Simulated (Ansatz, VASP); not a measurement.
# One calculation of AlN, two programs

INCAR

```
SYSTEM = AlN
PREC     = Accurate       ! precision mode
ENCUT    = 520            ! plane-wave cutoff, eV
EDIFF    = 1E-7           ! SCF threshold, eV
ISMEAR   = 0              ! smearing method
SIGMA    = 0.05           ! smearing width, eV
LREAL    = .False.        ! projectors in reciprocal space
LASPH    = .True.         ! aspherical terms in the spheres
NELM     = 60             ! most SCF steps
ALGO     = Normal         ! electronic algorithm
ISIF     = 2              ! what is computed and relaxed
LWAVE    = .False.        ! write WAVECAR
LCHARG   = .True.         ! write CHGCAR
GGA      = CA             ! functional
LELF     = .True.         ! ELF
LVHAR    = .True.       
NBANDS   = 16             ! bands
```

File KPOINTS:

```
regular mesh
0
Gamma
  9 9 6
  0 0 0
```

POSCAR

```
AlN
1.0
    3.0176720870      0.0000000000      0.0000000000
   -1.5088360435      2.6133806877      0.0000000000
    0.0000000000      0.0000000000      4.9780000000
Al N
2 2
Direct
    0.3333333333      0.6666666667      0.0000000000
    0.6666666667      0.3333333333      0.5000000000
    0.3333333333      0.6666666667      0.3850000000
    0.6666666667      0.3333333333      0.8850000000
```

Input for Ansatz:

```yaml
crystal:
  lattice:
    - [3.017672087, 0.0, 0.0]
    - [-1.5088360435, 2.6133806877, 0.0]
    - [0.0, 0.0, 4.978]
  atoms:
    - { symbol: Al, position: [0.3333333333, 0.6666666667, 0.0] }
    - { symbol: Al, position: [0.6666666667, 0.3333333333, 0.5] }
    - { symbol: "N", position: [0.3333333333, 0.6666666667, 0.385] }
    - { symbol: "N", position: [0.6666666667, 0.3333333333, 0.885] }
basis:
  ecutwfc: 420
kpoints:
  mp_grid: { grid: [9, 9, 6] }
hamiltonian:
  xc: lda
scf:
  occupations: { method: gaussian, width: 0.05 }
output:
  forces: true
  stress: true
  eigenvalues: true
```

Change from the starting cell: strain -0.030 along x and y, +0.000 along z, atoms carried along.

Alike in both runs: task single point; functional LDA; k mesh 9 × 9 × 6; occupations gaussian, width 0.05 eV; no spin polarisation.

|  | VASP | Ansatz |
| --- | --- | --- |
| version | VASP 6.6.1 | Ansatz 0.2.0 |
| potentials or method | VASP PAW LDA potentials, release 64 (Al, N), cutoff 520 eV | scalar-relativistic, plane waves, PAW |
| valence electrons in the cell | 16 | 16 |

Ansatz gave:

```
gap on the k mesh at the Fermi level (eV)                     : 4.80
least direct gap on the mesh (eV)                             : 4.80
pressure (GPa)                                                : 9.8
traceless stress, the component that is largest in VASP (GPa) : -11.11
rms of the force components (eV/Å)                            : 0.330
```

What did VASP give for the same quantities?

gap on the k mesh at the Fermi level (eV): 4.81; least direct gap on the mesh (eV): 4.81; pressure (GPa): 10.6; traceless stress, the component that is largest in VASP (GPa): -11.38; rms of the force components (eV/Å): 0.340.

LDA's correlation is that of Perdew and Zunger in VASP and of Perdew and Wang (1992) in Ansatz. Atom by atom the forces differ by 0.011 eV/Å (rms over components).
